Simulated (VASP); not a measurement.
Wanted: the native input for a VASP 6.6.1 run.

```yaml
Task: single point
Functional: revPBE
Potentials_or_basis: VASP PAW PBE potentials, release 64 (Ir)
Cutoff: 520 eV
k_mesh: 23 × 23 × 23
Occupations: fermi-dirac, width 0.1 eV
Spin: no spin polarisation
Dipole_correction: no
Further_INCAR_settings: ALGO = Normal; EDIFF = 1e-06; NBANDS = 10
```

The structure of Ir lies in POSCAR:

```
Ir
1.0
    0.0000000000      1.9672571242      1.9672571242
    1.9672571242      0.0000000000      1.9672571242
    1.9672571242      1.9672571242      0.0000000000
Ir
1
Direct
    0.0000000000      0.0000000000      0.0000000000
```

This cell differs from its parent crystal: volume scaled by 1.04.

These files were run (other wordings do the same):

INCAR

```
SYSTEM = Ir
PREC = Accurate ; ENCUT = 520
EDIFF = 1E-6 ; ISMEAR = -1
SIGMA = 0.1 ; LREAL = .FALSE.
LASPH = .TRUE. ; NELM = 100
ALGO = Normal ; ISIF = 2
LWAVE = .FALSE. ; LCHARG = .FALSE.
GGA = RE ; NBANDS = 10
```

KPOINTS

```
Automatic mesh
0
G
  23 23 23
  0 0 0
```

Potentials or basis: VASP PAW PBE potentials, release 64 (Ir).

Run with:

```sh
$ cat potpaw_PBE.64/Ir/POTCAR > POTCAR
$ mpirun -np 1 vasp_std > vasp.out
```

It gave:

```json
{"Pressure": "-11.8 GPa"}
```

Caveat: the PAW data sets were made with another functional, which shifts forces and pressure a little.

Wall time 30 s on 1 thread of AMD EPYC 9R45 96-Core Processor (Zen 5), with other jobs on the host, peak memory 0.16 GiB.
